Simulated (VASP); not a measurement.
## Hf: single point with LDA

The system is Hf.

```
Hf
1.0
    -1.59857    1.59857    1.59857
     1.59857   -1.59857    1.59857
     1.59857    1.59857   -1.59857
Hf
1
Direct
  0.00000 0.00000 0.00000
```

This cell differs from its parent crystal: volume scaled by 0.8.

```yaml
Program: VASP 6.6.1
Task: single point
Functional: LDA
Potentials_or_basis: VASP PAW LDA potentials, release 64 (Hf_pv)
Cutoff: 520 eV
k_mesh: 17 × 17 × 17
Occupations: fermi-dirac, width 0.08 eV
Spin: no spin polarisation
```

The pressure is 37.2 GPa and the band gap on the k mesh is zero (band 5 reaches 8.45 eV, above the bottom of band 6 at 5.77 eV).

Levels at points of the mesh, in eV from the Fermi level:
| k point | band 2 | band 3 | band 4 | band 5 | band 6 | band 7 | band 8 | band 9 |
| --- | --- | --- | --- | --- | --- | --- | --- | --- |
| (0.00, 0.00, 0.00) | -28.44 | -28.44 | -7.78 | 1.62 | 1.62 | 1.62 | 5.43 | 5.43 |

It took 12 s on 1 thread of Intel(R) Xeon(R) Platinum 8488C (Sapphire Rapids), on a shared host, peak memory 0.15 GiB.

Caveat: spin-orbit coupling is left out, which moves the levels of the heavy elements.
